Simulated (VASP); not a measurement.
# Al (P6_3/mmc) in VASP: a series of runs

The runs below take Al through single point, with LDA.

Everything below comes from runs of VASP 6.6.1. Logs are shortened: lines on timing, memory, paths and dates and some standing lists are left out, and cuts for length are marked.

**1. The cell of the first run**

Symmetry: P6_3/mmc, No. 194, hexagonal system. Conventional cell: a = 2.802 Å, b = 2.802 Å, c = 4.628 Å, α = 90.00°, β = 90.00°, γ = 120.00°. Al (site symmetry -6m2) has 12 Al at 2.80 to 2.82 Å within 3.7 Å.

**2. Single point, LDA**

INCAR

```
SYSTEM = Al
PREC     = Accurate       ! precision mode
ENCUT    = 520            ! plane-wave cutoff, eV
EDIFF    = 1E-6           ! SCF threshold, eV
ISMEAR   = 0              ! smearing method
SIGMA    = 0.15           ! smearing width, eV
LREAL    = .False.        ! projectors in reciprocal space
LASPH    = .True.         ! aspherical terms in the spheres
NELM     = 100            ! most SCF steps
ALGO     = Fast           ! electronic algorithm
ISIF     = 2              ! what is computed and relaxed
LWAVE    = .False.        ! write WAVECAR
LCHARG   = .False.        ! write CHGCAR
NBANDS   = 10             ! bands
```

KPOINTS

```
regular mesh
0
Gamma
  18 18 10
  0 0 0
```

POSCAR

```
Al
1.0
    2.8024648109      0.0000000000      0.0000000000
   -1.4012324054      2.4270057195      0.0000000000
    0.0000000000      0.0000000000      4.6277000000
Al
2
Direct
    0.6666666667      0.3333333333      0.7500000000
    0.3333333333      0.6666666667      0.2500000000
```

Potentials or basis: VASP PAW LDA potentials, release 64 (Al).

Launch:

```console
> cat potpaw_LDA.64/Al/POTCAR > POTCAR
> mpirun -np 1 vasp_std > vasp.out
```

OUTCAR:

```text
SYSTEM = Al
   PREC = Accurate
   ENCUT = 520
   EDIFF = 1E-6
   ISMEAR = 0
   LREAL = .False.
   LASPH = .True.
   NELM = 100
   ISIF = 2

 ion  position               nearest neighbor table
   1  0.667  0.333  0.750-   2 2.82   2 2.82   2 2.82   2 2.82   2 2.82   2 2.82
   2  0.333  0.667  0.250-   1 2.82   1 2.82   1 2.82   1 2.82   1 2.82   1 2.82

  LATTYP: Found a hexagonal cell.
 ALAT       =     2.8024648109
 C/A-ratio  =     1.6512963810

  Lattice vectors:

 A1 = (   2.8024648109,   0.0000000000,   0.0000000000)
 A2 = (  -1.4012324054,   2.4270057195,   0.0000000000)
 A3 = (   0.0000000000,   0.0000000000,   4.6277000000)

Analysis of symmetry for initial positions (statically):
=====================================================================
 Subroutine PRICEL returns:
 Original cell was already a primitive cell.

 Routine SETGRP: Setting up the symmetry group for a
 hexagonal supercell.

 Subroutine GETGRP returns: Found 24 space group operations
 (whereof 12 operations were pure point group operations)
 out of a pool of 24 trial point group operations.

The static configuration has the point symmetry D_3d.
 The point group associated with its full space group is D_6h.

Analysis of symmetry for dynamics (positions and initial velocities):
=====================================================================
 Subroutine PRICEL returns:
 Original cell was already a primitive cell.

 Routine SETGRP: Setting up the symmetry group for a
 hexagonal supercell.

 Subroutine GETGRP returns: Found 24 space group operations
 (whereof 12 operations were pure point group operations)
 out of a pool of 24 trial point group operations.

The dynamic configuration has the point symmetry D_3d.
 The point group associated with its full space group is D_6h.

 Subroutine INISYM returns: Found 24 space group operations
 (whereof 12 operations are pure point group operations),
 and found     1 'primitive' translations

----------------------------------------------------------------------------------------

                                     Primitive cell

  volume of cell :      31.4758

  direct lattice vectors                    reciprocal lattice vectors
     2.802464811  0.000000000  0.000000000     0.356828745  0.206015172  0.000000000
    -1.401232405  2.427005719  0.000000000     0.000000000  0.412030343  0.000000000
     0.000000000  0.000000000  4.627700000     0.000000000  0.000000000  0.216090066

  length of vectors
     2.802464811  2.802464811  4.627700000     0.412030343  0.412030343  0.216090066

  position of ions in fractional coordinates (direct lattice)
     0.666666667  0.333333333  0.750000000
     0.333333333  0.666666667  0.250000000

  ion indices of the primitive-cell ions
   primitive index   ion index
                 1           1
                 2           2

----------------------------------------------------------------------------------------

 KPOINTS: regular mesh

Automatic generation of k-mesh.
 Grid dimensions read from file:
 generate k-points for:   18   18   10

 Generating k-lattice:

  Cartesian coordinates                     Fractional coordinates (reciprocal lattice)
     0.019823819  0.011445287  0.000000000     0.055555556  0.000000000  0.000000000
     0.000000000  0.022890575  0.000000000     0.000000000  0.055555556  0.000000000
     0.000000000  0.000000000  0.021609007     0.000000000  0.000000000  0.100000000

  Length of vectors
     0.022890575  0.022890575  0.021609007

  Shift w.r.t. Gamma in fractional coordinates (k-lattice)
     0.000000000  0.000000000  0.000000000

 Subroutine IBZKPT returns following result:
 ===========================================

 Found    222 irreducible k-points:

 Following reciprocal coordinates:
            Coordinates               Weight
  0.000000  0.000000  0.000000      1.000000
  0.055556  0.000000  0.000000      6.000000
  0.111111  0.000000  0.000000      6.000000
  0.166667  0.000000  0.000000      6.000000
  0.222222  0.000000  0.000000      6.000000
  0.277778  0.000000  0.000000      6.000000
[... 16 lines left out ...]
  0.333333  0.111111  0.000000     12.000000
  0.388889  0.111111  0.000000     12.000000
 [... further k-points ...]
   k-points           NKPTS =    222   k-points in BZ     NKDIM =    222   number of bands    NBANDS=     10
   number of dos      NEDOS =    301   number of ions     NIONS =      2
   total plane-waves  NPLWV =  20736
   dimension x,y,z NGX =    24 NGY =   24 NGZ =   36
   dimension x,y,z NGXF=    48 NGYF=   48 NGZF=   72
   ions per type =               2
   NGX,Y,Z   is equivalent  to a cutoff of  14.24, 14.24, 12.93 a.u.
   NGXF,Y,Z  is equivalent  to a cutoff of  28.47, 28.47, 25.87 a.u.
 SYSTEM =  Al
   PREC   = accura    normal or accurate (medium, high low for compatibility)
   ISTART =      0    job   : 0-new  1-cont  2-samecut
   ICHARG =      2    charge: 1-file 2-atom 10-const
   ISPIN  =      1    spin polarized calculation?
   LNONCOLLINEAR =      F non collinear calculations
   LSORBIT =      F    spin-orbit coupling
   LASPH  =      T    aspherical Exc in radial PAW
   ENCUT  =  520.0 eV  38.22 Ry    6.18 a.u.   5.21  5.21  8.60*2*pi/ulx,y,z
   NELM   =    100;   NELMIN=  2; NELMDL= -5     # of ELM steps
   EDIFF  = 0.1E-05   stopping-criterion for ELM
   LREAL  =      F    real-space projection
   EDIFFG = 0.1E-04   stopping-criterion for IOM
   NSW    =      0    number of steps for IOM
   IBRION =     -1    ionic relax: 0-MD 1-quasi-New 2-CG
   NFREE  =      0    steps in history (QN), initial steepest desc. (CG)
   ISIF   =      2    stress and relaxation
   ISYM   =      2    0-nonsym 1-usesym 2-fastsym
   POTIM  = 0.5000    time-step for ionic-motion
   TEBEG  =    0.0;   TEEND  =   0.0 temperature during run
   PSTRESS=    0.0 pullay stress
   NELECT =       6.0000    total number of electrons
   NUPDOWN=      -1.0000    fix difference up-down
   EMIN   =  10.00;   EMAX   =-10.00  energy-range for DOS
   EFERMI =   0.00;   METHOD = LEGACY
   ISMEAR =     0;   SIGMA  =   0.15  broadening in eV -4-tet -1-fermi 0-gaus
   EFERMI_NEDOS =   21; number of points for ismear=-14 and -15
   IALGO  =     68    algorithm
   IMIX   =      4    mixing-type and parameters
     AMIX     =   0.40;   BMIX     =  1.00
     AMIX_MAG =   1.60;   BMIX_MAG =  1.00
  volume/ion in A,a.u.               =      15.74       106.20
  Fermi-wavevector in a.u.,A,eV,Ry     =   0.942179  1.780459 12.077896  0.887700
  Thomas-Fermi vector in A             =   2.069762
   LORBIT       =      0    0 simple, 1 ext, 2 COOP (PROOUT), +10 PAW based schemes
   GGA     = CA    functional components
   LHFCALC =     F    Hartree Fock is set to
   AEXX    =    0.0000 exact exchange contribution
   IVDW    =     0    specifies the selected vdW correction
   LEPSILON=     F    determine dielectric tensor
   LRPA    =     F    only Hartree local field effects (RPA)
 non-spin polarized calculation
 RMM-DIIS sequential band-by-band and
 Gauss-broadening in eV      SIGMA  =   0.15
  energy-cutoff  :      520.00
  volume of cell :       31.48
 maximum number of plane-waves:       863
 NGX is ok and might be reduce to    24
   NGX = 11   NGY = 11   NGZ = 17

 number of electron       6.0000000 magnetization

 Free energy of the ion-electron system (eV)
  ---------------------------------------------------
  ext. energy  EPLUGINS =         0.00000000
  ---------------------------------------------------
  free energy    TOTEN  =        -8.31423312 eV

  energy without entropy =       -8.30264821  energy(sigma->0) =       -8.30844066

 E-fermi :   8.2885     XC(G=0): -10.5213

 val. band max:        8.2867364794   @ k =   0.3333   0.2222   0.1000
 cond. band min:       8.2987036544   @ k =   0.1667   0.1667   0.2000
 fundamental gap:      0.0119671750
 Fermi energy:         8.2884547039

 k-point     1 :       0.0000    0.0000    0.0000
  band No.  band energies     occupation
      1      -3.1415      2.00000
      2       3.4939      2.00000
      3       3.6882      2.00000
      4      19.3195      0.00000
      5      19.3195      0.00000
      6      19.6299      0.00000
      7      19.6299      0.00000
      8      20.4615      0.00000
      9      22.6551      0.00000
     10      22.8664      0.00000

 k-point     2 :       0.0556    0.0000    0.0000
  band No.  band energies     occupation
      1      -3.0642      2.00000
      2       3.5653      2.00000
      3       3.7636      2.00000
      4      17.6796      0.00000
      5      18.3497      0.00000
      6      19.4855      0.00000
      7      20.7276      0.00000
      8      21.1538      0.00000
      9      22.5921      0.00000
     10      23.3204      0.00000

 k-point     3 :       0.1111    0.0000    0.0000
  band No.  band energies     occupation
      1      -2.8325      2.00000
      2       3.7798      2.00000
      3       3.9888      2.00000
      4      15.5608      0.00000
      5      17.3721      0.00000
      6      18.7037      0.00000
      7      21.0698      0.00000
      8      21.4578      0.00000
      9      22.0458      0.00000
     10      22.4079      0.00000

 k-point     4 :       0.1667    0.0000    0.0000
  band No.  band energies     occupation
      1      -2.4472      2.00000
      2       4.1372      2.00000
      3       4.3610      2.00000
      4      13.4563      0.00000
      5      16.5238      0.00000
      6      17.7574      0.00000
      7      19.4974      0.00000
      8      19.7225      0.00000
      9      22.0479      0.00000
     10      22.4597      0.00000
[... 222 lines left out ...]
 k-point    22 :       0.2778    0.1111    0.0000
  band No.  band energies     occupation
      1      -0.1595      2.00000
      2       6.2792      2.00000
      3       6.3615      2.00000
      4       8.1263      1.87372
      5      11.6884      0.00000
      6      14.0474      0.00000
      7      14.5982      0.00000
      8      18.0954      0.00000
      9      18.1907      0.00000
     10      19.5762      0.00000

 k-point    23 :       0.3333    0.1111    0.0000
  band No.  band energies     occupation
      1       0.8190      2.00000
      2       5.9560      2.00000
      3       7.2015      2.00000
      4       7.7845      2.00000
      5      11.2139      0.00000
      6      12.4318      0.00000
      7      13.2142      0.00000
      8      17.7118      0.00000
      9      17.8832      0.00000
     10      19.2604      0.00000

 k-point    24 :       0.3889    0.1111    0.0000
  band No.  band energies     occupation
      1       1.9371      2.00000
      2       4.5633      2.00000
      3       8.2449      1.31858
      4       8.6601      0.00046
      5      10.6249      0.00000
      6      10.9678      0.00000
      7      12.2224      0.00000
      8      17.4842      0.00000
      9      17.6971      0.00000
     10      19.0670      0.00000

 [... further k-points ...]

------------------------ aborting loop because EDIFF is reached ----------------------------------------

  FORCE on cell =-STRESS in cart. coord.  units (eV):
  Direction    XX          YY          ZZ          XY          YZ          ZX
  --------------------------------------------------------------------------------------
  -------------------------------------------------------------------------------------
  Total        0.2352083      0.2352083      0.2087013      0.0000000      0.0000000      0.0000000
  in kB       11.9725620     11.9725620     10.6233052      0.0000000      0.0000000      0.0000000
  external PRESSURE =      11.5228097 kB  Pullay stress =       0.0000000 kB

 VOLUME and BASIS-vectors are now :
 -----------------------------------------------------------------------------
  energy-cutoff  :      520.00
  volume of cell :       31.48
      direct lattice vectors                 reciprocal lattice vectors
     2.802464811  0.000000000  0.000000000     0.356828745  0.206015172  0.000000000
    -1.401232405  2.427005719  0.000000000     0.000000000  0.412030343  0.000000000
     0.000000000  0.000000000  4.627700000     0.000000000  0.000000000  0.216090066

 POSITION                                       TOTAL-FORCE (eV/Angst)
 -----------------------------------------------------------------------------------
      1.40123      0.80900      3.47077         0.000000      0.000000     -0.000000
     -0.00000      1.61800      1.15692        -0.000000      0.000000      0.000000
 -----------------------------------------------------------------------------------
    total drift:                                0.000000     -0.000000     -0.000000

  FREE ENERGIE OF THE ION-ELECTRON SYSTEM (eV)
  ---------------------------------------------------
  free  energy   TOTEN  =        -8.3142331163 eV

  energy  without entropy=       -8.3026482084  energy(sigma->0) =       -8.30844066
```

It took 30 s on 1 thread of Intel Xeon 6975P-C, shared host; peak memory 0.17 GiB.

What came out:

```yaml
Free_energy: -8.3142 eV
Pressure: 1.2 GPa
Band_gap_on_the_k_mesh: zero (band 3 reaches 12.43 eV, above the bottom of band 4 at 5.03 eV)
```

Stress tensor (GPa, compression positive):
```
1.20 0.00 0.00
0.00 1.20 0.00
0.00 0.00 1.06
```

**3. Single point, LDA**

This run uses another cell than the first one, of 15.80 Å³/atom, 1.004 times its volume.

INCAR

```
SYSTEM = Al
PREC     = Accurate       ! precision mode
ENCUT    = 520            ! plane-wave cutoff, eV
EDIFF    = 1E-7           ! SCF threshold, eV
ISMEAR   = 0              ! smearing method
SIGMA    = 0.15           ! smearing width, eV
LREAL    = .FALSE.        ! projectors in reciprocal space
LASPH    = .TRUE.         ! aspherical terms in the spheres
NELM     = 60             ! most SCF steps
ALGO     = Normal         ! electronic algorithm
ISIF     = 2              ! what is computed and relaxed
LWAVE    = .FALSE.        ! write WAVECAR
LCHARG   = .FALSE.        ! write CHGCAR
NBANDS   = 10             ! bands
```

KPOINTS

```
Automatic mesh
0
G
  18 18 10
  0 0 0
```

POSCAR

```
Al
1.0
    2.8445000000      0.0000000000      0.0000000000
   -1.4222500000      2.4634092611      0.0000000000
    0.0000000000      0.0000000000      4.5105000000
Al
2
Direct
    0.6666666667      0.3333333333      0.7500000000
    0.3333333333      0.6666666667      0.2500000000
```

Potentials or basis: VASP PAW LDA potentials, release 64 (Al).

Launch:

```console
> cat potpaw_LDA.64/Al/POTCAR > POTCAR
> mpirun -np 1 vasp_std > vasp.out
```

Wall time 30 s (1 thread of Intel Xeon 6975P-C, shared host); peak memory 0.17 GiB.

Results (log left out):

| Property | Result |
| --- | --- |
| Free energy | -8.3103 eV |
| Pressure | 0.8 GPa |
| Band gap on the k mesh | zero (band 3 reaches 12.91 eV, above the bottom of band 4 at 4.92 eV) |

Stress tensor (GPa, compression positive):
```
0.00 0.00 0.00
0.00 0.00 0.00
0.00 0.00 2.55
```

Levels at points of the mesh, in eV from the Fermi level:
```csv
k point,band 1,band 2,band 3,band 4,band 5,band 6,band 7,band 8
"(0.00, 0.00, 0.00)",-11.41,-4.55,-4.09,10.32,10.32,10.79,10.79,12.59
"(0.50, 0.00, 0.00)",-5.58,-5.35,0.63,1.46,1.55,2.03,5.37,7.25
"(0.00, 0.00, 0.50)",-9.60,-9.60,4.08,4.08,11.64,11.64,11.64,11.64
"(0.50, 0.00, 0.50)",-4.07,-4.07,-3.33,-3.33,6.91,6.91,7.71,7.71
```

(Continued in part 2 of 2.)
